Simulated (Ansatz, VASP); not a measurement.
# One calculation of Li2RhN2, two programs

```
Li Rh N
1.0
     3.22146    0.00000    0.00000
    -1.61073    2.78987    0.00000
     0.00000    0.00000    5.07597
Li Rh N
2 1 2
Direct
  0.66667 0.33333 0.35449
  0.33333 0.66667 0.64551
  0.00000 0.00000 0.00000
  0.66667 0.33333 0.79069
  0.33333 0.66667 0.20931
```

Alike in both runs: task single point; functional PBE; k mesh 6 × 6 × 4; occupations gaussian, width 0.1 eV; collinear spin.

```csv
,VASP,Ansatz
version,VASP 6.6.1,Ansatz 0.2.0
potentials or method,"VASP PAW PBE potentials, release 64 (Li_sv, Rh_pv, N), cutoff 520 eV","scalar-relativistic, plane waves, PAW"
valence electrons in the cell,31,33
```

```tsv
	VASP	Ansatz	Ansatz less VASP
gap on the k mesh at the Fermi level (eV)	none	none	-
rms of the force components (eV/Å)	0.030	0.030	-0.0007
net moment per atom (μB)	0.00	0.00	0.000
```

Atom by atom the forces differ by 0.005 eV/Å (rms over components). A gap of «none» marks a metal or a gap that the smearing closes. VASP's potentials hold 31 valence electrons a cell and Ansatz's 33, so a difference there can come from the potentials and not from the codes. Ansatz's warnings: seeded moment not kept.

The k mesh is coarse, so the values compare programs but aren't converged. Noted on VASP's run: the cutoff is short for stress, so the pressure is rough.
